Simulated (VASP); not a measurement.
Input of a VASP 6.6.1 run:

The input POSCAR:

```
F
1.0
    0.0000000000      1.6633021293      1.6633021293
    1.6633021293      0.0000000000      1.6633021293
    1.6633021293      1.6633021293      0.0000000000
F
1
Direct
    0.0000000000      0.0000000000      0.0000000000
```

INCAR.step1

```
SYSTEM = F
ALGO     = Normal         ! electronic algorithm
EDIFF    = 1E-4           ! SCF threshold, eV
ENCUT    = 520            ! plane-wave cutoff, eV
GGA      = PE             ! functional
ISMEAR   = 0              ! smearing method
LASPH    = .TRUE.         ! aspherical terms in the spheres
LCHARG   = .FALSE.        ! write CHGCAR
LREAL    = .FALSE.        ! projectors in reciprocal space
LWAVE    = .TRUE.         ! write WAVECAR
NBANDS   = 10             ! bands
NELM     = 100            ! most SCF steps
PREC     = Accurate       ! precision mode
SIGMA    = 0.1            ! smearing width, eV
```

The input INCAR.step2:

```
SYSTEM = F
ALGO     = Normal         ! electronic algorithm
EDIFF    = 1E-7           ! SCF threshold, eV
ENCUT    = 520            ! plane-wave cutoff, eV
ISIF     = 2              ! what is computed and relaxed
ISMEAR   = 0              ! smearing method
ISTART   = 1            
LASPH    = .TRUE.         ! aspherical terms in the spheres
LCHARG   = .FALSE.        ! write CHGCAR
LMIXTAU  = .TRUE.       
LREAL    = .FALSE.        ! projectors in reciprocal space
LWAVE    = .FALSE.        ! write WAVECAR
METAGGA  = R2SCAN         ! meta-GGA
NBANDS   = 10             ! bands
NELM     = 100            ! most SCF steps
PREC     = Accurate       ! precision mode
SIGMA    = 0.1            ! smearing width, eV
```

File KPOINTS:

```
k-points
0
G
  28 28 28
  0 0 0
```

Potentials or basis: VASP PAW PBE potentials, release 64 (F).

Run with:

```console
$ cat potpaw_PBE.64/F/POTCAR > POTCAR
$ cp INCAR.step1 INCAR
$ mpirun -np 1 vasp_std > vasp.out
$ cp INCAR.step2 INCAR
$ mpirun -np 1 vasp_std > vasp.out
```

Task: Predict the pressure.

Result: -0.9 GPa.

Caveat: the PAW data sets were made with another functional, which shifts forces and pressure a little; an odd number of electrons without spin polarisation forces a metal; a magnetic or distorted state may lie lower.
